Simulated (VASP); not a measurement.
# MgO (Fm-3m) in VASP: single point with r2SCAN

Aim: the single point of MgO with r2SCAN.

All numbers are computed with VASP 6.6.1; they aren't measurements. Logs are shortened: lines on timing, memory, paths and dates and some standing lists are left out, and cuts for length are marked.

## (1) The cell of the first run

It takes space group Fm-3m (No. 225, cubic). The conventional cell has a = 4.188 Å, b = 4.188 Å, c = 4.188 Å, α = 90.00°, β = 90.00°, γ = 90.00°. Within 2.8 Å of Mg (site symmetry m-3m) lie 6 O at 2.09 Å. O (site symmetry m-3m) has 6 Mg at 2.09 Å within 2.8 Å.

## (2) Single point, r2SCAN

File POSCAR:

```
MgO
1.0
    0.0000000000      2.0939413732      2.0939413732
    2.0939413732      0.0000000000      2.0939413732
    2.0939413732      2.0939413732      0.0000000000
Mg O
1 1
Direct
    0.0000000000      0.0000000000      0.0000000000
    0.5000000000      0.5000000000      0.5000000000
```

File INCAR.step1:

```
  ALGO = Normal
  EDIFF = 1E-5
  ENCUT = 920
  GGA = PE
  GGA_COMPAT = False
  ISMEAR = 0
  LASPH = True
  LCHARG = False
  LREAL = False
  LWAVE = True
  NBANDS = 15
  NELM = 120
  PREC = Accurate
  SIGMA = 0.01
```

File INCAR.step2:

```
  ALGO = Normal
  EDIFF = 1E-6
  ENCUT = 920
  GGA_COMPAT = False
  ISIF = 2
  ISMEAR = 0
  ISTART = 1
  LASPH = True
  LCHARG = False
  LMIXTAU = True
  LREAL = False
  LWAVE = False
  METAGGA = R2SCAN
  NBANDS = 15
  NELM = 120
  PREC = Accurate
  SIGMA = 0.01
```

File KPOINTS:

```
k-points
0
Gamma
  10 10 10
```

Potentials or basis: VASP PAW PBE potentials, release 64 (Mg_sv, O).

Started as:

```console
$ cat potpaw_PBE.64/Mg_sv/POTCAR potpaw_PBE.64/O/POTCAR > POTCAR
$ cp INCAR.step1 INCAR
$ mpirun -np 1 vasp_std > vasp.out
$ cp INCAR.step2 INCAR
$ mpirun -np 1 vasp_std > vasp.out
```

OUTCAR:

```text
EDIFF = 1E-6
   ENCUT = 920
   ISIF = 2
   ISMEAR = 0
   ISTART = 1
   LASPH = True
   LREAL = False
   METAGGA = R2SCAN
   NELM = 120
   PREC = Accurate

 ion  position               nearest neighbor table
   1  0.000  0.000  0.000-   2 2.09   2 2.09   2 2.09   2 2.09   2 2.09   2 2.09
   2  0.500  0.500  0.500-   1 2.09   1 2.09   1 2.09   1 2.09   1 2.09   1 2.09

  LATTYP: Found a face centered cubic cell.
 ALAT       =     4.1878827464

  Lattice vectors:

 A1 = (   0.0000000000,   2.0939413732,   2.0939413732)
 A2 = (   2.0939413732,   0.0000000000,   2.0939413732)
 A3 = (   2.0939413732,   2.0939413732,   0.0000000000)

Analysis of symmetry for initial positions (statically):
=====================================================================
 Subroutine PRICEL returns:
 Original cell was already a primitive cell.

 Routine SETGRP: Setting up the symmetry group for a
 face centered cubic supercell.

 Subroutine GETGRP returns: Found 48 space group operations
 (whereof 48 operations were pure point group operations)
 out of a pool of 48 trial point group operations.

The static configuration has the point symmetry O_h .

Analysis of symmetry for dynamics (positions and initial velocities):
=====================================================================
 Subroutine PRICEL returns:
 Original cell was already a primitive cell.

 Routine SETGRP: Setting up the symmetry group for a
 face centered cubic supercell.

 Subroutine GETGRP returns: Found 48 space group operations
 (whereof 48 operations were pure point group operations)
 out of a pool of 48 trial point group operations.

The dynamic configuration has the point symmetry O_h .

 Subroutine INISYM returns: Found 48 space group operations
 (whereof 48 operations are pure point group operations),
 and found     1 'primitive' translations

----------------------------------------------------------------------------------------

                                     Primitive cell

  volume of cell :      18.3622

  direct lattice vectors                    reciprocal lattice vectors
     0.000000000  2.093941373  2.093941373    -0.238784145  0.238784145  0.238784145
     2.093941373  0.000000000  2.093941373     0.238784145 -0.238784145  0.238784145
     2.093941373  2.093941373  0.000000000     0.238784145  0.238784145 -0.238784145

  length of vectors
     2.961280289  2.961280289  2.961280289     0.413586271  0.413586271  0.413586271

  position of ions in fractional coordinates (direct lattice)
     0.000000000  0.000000000  0.000000000
     0.500000000  0.500000000  0.500000000

  ion indices of the primitive-cell ions
   primitive index   ion index
                 1           1
                 2           2

----------------------------------------------------------------------------------------

 KPOINTS: k-points

Automatic generation of k-mesh.
 Grid dimensions read from file:
 generate k-points for:   10   10   10

 Generating k-lattice:

  Cartesian coordinates                     Fractional coordinates (reciprocal lattice)
    -0.023878414  0.023878414  0.023878414     0.100000000  0.000000000  0.000000000
     0.023878414 -0.023878414  0.023878414     0.000000000  0.100000000  0.000000000
     0.023878414  0.023878414 -0.023878414     0.000000000  0.000000000  0.100000000

  Length of vectors
     0.041358627  0.041358627  0.041358627

  Shift w.r.t. Gamma in fractional coordinates (k-lattice)
     0.000000000  0.000000000  0.000000000

 Subroutine IBZKPT returns following result:
 ===========================================

 Found     47 irreducible k-points:

 Following reciprocal coordinates:
            Coordinates               Weight
  0.000000  0.000000  0.000000      1.000000
  0.100000  0.000000  0.000000      8.000000
  0.200000  0.000000  0.000000      8.000000
  0.300000  0.000000  0.000000      8.000000
  0.400000  0.000000  0.000000      8.000000
  0.500000  0.000000  0.000000      4.000000
[... 16 lines left out ...]
  0.300000  0.300000  0.000000      6.000000
  0.400000  0.300000  0.000000     24.000000
 [... further k-points ...]
   k-points           NKPTS =     47   k-points in BZ     NKDIM =     47   number of bands    NBANDS=     15
   number of dos      NEDOS =    301   number of ions     NIONS =      2
   total plane-waves  NPLWV =  27000
   dimension x,y,z NGX =    30 NGY =   30 NGZ =   30
   dimension x,y,z NGXF=    60 NGYF=   60 NGZF=   60
   ions per type =               1   1
   NGX,Y,Z   is equivalent  to a cutoff of  16.84, 16.84, 16.84 a.u.
   NGXF,Y,Z  is equivalent  to a cutoff of  33.68, 33.68, 33.68 a.u.
 SYSTEM =  unknown system
   PREC   = accura    normal or accurate (medium, high low for compatibility)
   ISTART =      1    job   : 0-new  1-cont  2-samecut
   ICHARG =      0    charge: 1-file 2-atom 10-const
   ISPIN  =      1    spin polarized calculation?
   LNONCOLLINEAR =      F non collinear calculations
   LSORBIT =      F    spin-orbit coupling
   LASPH  =      T    aspherical Exc in radial PAW
   ENCUT  =  920.0 eV  67.62 Ry    8.22 a.u.   7.32  7.32  7.32*2*pi/ulx,y,z
   NELM   =    120;   NELMIN=  2; NELMDL=  0     # of ELM steps
   EDIFF  = 0.1E-05   stopping-criterion for ELM
   LREAL  =      F    real-space projection
   EDIFFG = 0.1E-04   stopping-criterion for IOM
   NSW    =      0    number of steps for IOM
   IBRION =     -1    ionic relax: 0-MD 1-quasi-New 2-CG
   NFREE  =      0    steps in history (QN), initial steepest desc. (CG)
   ISIF   =      2    stress and relaxation
   ISYM   =      2    0-nonsym 1-usesym 2-fastsym
   POTIM  = 0.5000    time-step for ionic-motion
   TEBEG  =    0.0;   TEEND  =   0.0 temperature during run
   PSTRESS=    0.0 pullay stress
   NELECT =      16.0000    total number of electrons
   NUPDOWN=      -1.0000    fix difference up-down
   EMIN   =  10.00;   EMAX   =-10.00  energy-range for DOS
   EFERMI =   0.00;   METHOD = LEGACY
   ISMEAR =     0;   SIGMA  =   0.01  broadening in eV -4-tet -1-fermi 0-gaus
   EFERMI_NEDOS =   21; number of points for ismear=-14 and -15
   IALGO  =     38    algorithm
   IMIX   =      4    mixing-type and parameters
     AMIX     =   0.40;   BMIX     =  1.00
     AMIX_MAG =   1.60;   BMIX_MAG =  1.00
  volume/ion in A,a.u.               =       9.18        61.96
  Fermi-wavevector in a.u.,A,eV,Ry     =   1.563653  2.954875 33.266379  2.445010
  Thomas-Fermi vector in A             =   2.666392
   LORBIT       =      0    0 simple, 1 ext, 2 COOP (PROOUT), +10 PAW based schemes
   METAGGA = R2SCAN    functional components
   LHFCALC =     F    Hartree Fock is set to
   AEXX    =    0.0000 exact exchange contribution
   IVDW    =     0    specifies the selected vdW correction
   LEPSILON=     F    determine dielectric tensor
   LRPA    =     F    only Hartree local field effects (RPA)
 non-spin polarized calculation
 Gauss-broadening in eV      SIGMA  =   0.01
  energy-cutoff  :      920.00
  volume of cell :       18.36
 maximum number of plane-waves:      1211
 NGX is ok and might be reduce to    30
   NGX = 15   NGY = 15   NGZ = 15

 number of electron      16.0000001 magnetization

 Free energy of the ion-electron system (eV)
  ---------------------------------------------------
  ext. energy  EPLUGINS =         0.00000000
  ---------------------------------------------------
  free energy    TOTEN  =       -16.15224960 eV

  energy without entropy =      -16.15224960  energy(sigma->0) =      -16.15224960

 E-fermi :   2.6926     XC(G=0): -12.1374

 val. band max:        2.6274939411   @ k =   0.0000   0.0000   0.0000
 cond. band min:       8.4489091516   @ k =   0.0000   0.0000   0.0000
 fundamental gap:      5.8214152105
 Fermi energy:         2.6926478917

 k-point     1 :       0.0000    0.0000    0.0000
  band No.  band energies     occupation
      1     -72.2794      2.00000
      2     -37.3643      2.00000
      3     -37.3643      2.00000
      4     -37.3643      2.00000
      5     -15.6481      2.00000
      6       2.6275      2.00000
      7       2.6275      2.00000
      8       2.6275      2.00000
      9       8.4489      0.00000
     10      19.5921      0.00000
     11      19.5921      0.00000
     12      19.5921      0.00000
     13      23.7490      0.00000
     14      25.5979      0.00000
     15      25.5979      0.00000

 k-point     2 :       0.1000    0.0000    0.0000
  band No.  band energies     occupation
      1     -72.2785      2.00000
      2     -37.3731      2.00000
      3     -37.3651      2.00000
      4     -37.3651      2.00000
      5     -15.5379      2.00000
      6       1.9974      2.00000
      7       2.5559      2.00000
      8       2.5559      2.00000
      9       9.0611      0.00000
     10      18.3395      0.00000
     11      19.8527      0.00000
     12      19.8527      0.00000
     13      24.9292      0.00000
     14      24.9292      0.00000
     15      25.4903      0.00000

 k-point     3 :       0.2000    0.0000    0.0000
  band No.  band energies     occupation
      1     -72.2761      2.00000
      2     -37.3962      2.00000
      3     -37.3673      2.00000
      4     -37.3673      2.00000
      5     -15.2362      2.00000
      6       0.6682      2.00000
      7       2.3742      2.00000
      8       2.3742      2.00000
      9      10.2710      0.00000
     10      16.8335      0.00000
     11      20.4011      0.00000
     12      20.4011      0.00000
     13      24.2473      0.00000
     14      24.2474      0.00000
     15      26.7596      0.00000

 k-point     4 :       0.3000    0.0000    0.0000
  band No.  band energies     occupation
      1     -72.2734      2.00000
      2     -37.4245      2.00000
      3     -37.3699      2.00000
      4     -37.3699      2.00000
      5     -14.8319      2.00000
      6      -0.6875      2.00000
      7       2.1602      2.00000
      8       2.1602      2.00000
      9      11.2126      0.00000
     10      16.2256      0.00000
     11      20.6026      0.00000
     12      20.6026      0.00000
     13      24.7041      0.00000
     14      24.7041      0.00000
     15      26.2010      0.00000
[... 307 lines left out ...]
 k-point    22 :      -0.2000    0.2000    0.0000
  band No.  band energies     occupation
      1     -72.2724      2.00000
      2     -37.4193      2.00000
      3     -37.3866      2.00000
      4     -37.3690      2.00000
      5     -14.7175      2.00000
      6      -0.4887      2.00000
      7       1.2669      2.00000
      8       2.1523      2.00000
      9      12.2243      0.00000
     10      15.6728      0.00000
     11      19.1973      0.00000
     12      21.9670      0.00000
     13      22.3873      0.00000
     14      25.6342      0.00000
     15      29.4649      0.00000

 k-point    23 :       0.3000    0.3000    0.0000
  band No.  band energies     occupation
      1     -72.2715      2.00000
      2     -37.4164      2.00000
      3     -37.3837      2.00000
      4     -37.3837      2.00000
      5     -14.6441      2.00000
      6      -0.5523      2.00000
      7       1.6618      2.00000
      8       1.6618      2.00000
      9      12.6991      0.00000
     10      14.0571      0.00000
     11      18.5294      0.00000
     12      22.1066      0.00000
     13      22.1066      0.00000
     14      28.3771      0.00000
     15      32.0584      0.00000

 k-point    24 :       0.4000    0.3000    0.0000
  band No.  band energies     occupation
      1     -72.2697      2.00000
      2     -37.4274      2.00000
      3     -37.3894      2.00000
      4     -37.3869      2.00000
      5     -14.4006      2.00000
      6      -0.9905      2.00000
      7       1.2915      2.00000
      8       1.5083      2.00000
      9      13.4063      0.00000
     10      13.8741      0.00000
     11      17.6677      0.00000
     12      22.4134      0.00000
     13      22.6351      0.00000
     14      29.1963      0.00000
     15      31.5507      0.00000

 [... further k-points ...]

------------------------ aborting loop because EDIFF is reached ----------------------------------------

  FORCE on cell =-STRESS in cart. coord.  units (eV):
  Direction    XX          YY          ZZ          XY          YZ          ZX
  --------------------------------------------------------------------------------------
  -------------------------------------------------------------------------------------
  Total        0.2883802      0.2883802      0.2883802      0.0000000      0.0000000      0.0000000
  in kB       25.1624212     25.1624212     25.1624212      0.0000000      0.0000000      0.0000000
  external PRESSURE =      25.1624212 kB  Pullay stress =       0.0000000 kB

 VOLUME and BASIS-vectors are now :
 -----------------------------------------------------------------------------
  energy-cutoff  :      920.00
  volume of cell :       18.36
      direct lattice vectors                 reciprocal lattice vectors
     0.000000000  2.093941373  2.093941373    -0.238784145  0.238784145  0.238784145
     2.093941373  0.000000000  2.093941373     0.238784145 -0.238784145  0.238784145
     2.093941373  2.093941373  0.000000000     0.238784145  0.238784145 -0.238784145

 POSITION                                       TOTAL-FORCE (eV/Angst)
 -----------------------------------------------------------------------------------
      0.00000      0.00000      0.00000         0.000000     -0.000000      0.000000
      2.09394      2.09394      2.09394        -0.000000      0.000000     -0.000000
 -----------------------------------------------------------------------------------
    total drift:                                0.000000      0.000000      0.000000

  FREE ENERGIE OF THE ION-ELECTRON SYSTEM (eV)
  ---------------------------------------------------
  free  energy   TOTEN  =       -16.1522495967 eV

  energy  without entropy=      -16.1522495967  energy(sigma->0) =      -16.15224960
```

It took 95 s on 1 thread of Intel Xeon Platinum 8375C at 2.90GHz (Ice Lake), shared host; peak memory 0.18 GiB.

Results:

```
Free energy            : -16.1522 eV
Pressure               : 2.5 GPa
Band gap on the k mesh : 5.82 eV
```

Caveat: the PAW data sets were made with another functional, which shifts forces and pressure a little.
